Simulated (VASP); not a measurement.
Runs of VASP 6.6.1 on Cu. The structure is that of space group Fm-3m (No. 225), or close to it. The cells are those of the table. 

```tsv
task	level	cell	k mesh	cutoff (eV)	smearing	ions in elastic constants	gap on the mesh (eV)	pressure (GPa)	relaxed volume (Å³/atom)
relaxation of cell and atoms	PBE	relaxed from a = 2.556 Å, angles 60.0°, 1 atom	20 × 20 × 20	600	gaussian 0.1 eV	-	none	0.0	12.01
single point	revPBE	a = 2.567 Å, angles 60.0°, 1 atom	20 × 20 × 20	520	gaussian 0.1 eV	-	none	4.1	-
single point	PBE	a = 2.556 Å, angles 60.0°, 1 atom	18 × 18 × 18	520	gaussian 0.1 eV	-	none	(a)	-
single point	PBE	a = 2.492 Å, angles 60.0°, 1 atom	20 × 20 × 20	520	gaussian 0.1 eV	-	none	16.2	-
relaxation of cell and atoms	PBE	relaxed from a = 2.567 Å, angles 60.0°, 1 atom	20 × 20 × 20	600	fermi-dirac 0.15 eV	-	none	0.0	12.01
single point	PBE	a = 2.567 Å, angles 60.0°, 1 atom	28 × 28 × 28	520	gaussian 0.15 eV	-	none	0.5	-
```

Alike in all rows: potentials or basis VASP PAW PBE potentials, release 64 (Cu); no spin polarisation.

Problem. Estimate the missing entries.

Solution. (a) 2.4.

Caveats: the PAW data sets were made with another functional, which shifts forces and pressure a little (some runs).

A gap of «none» marks levels without a gap at the run's occupations.
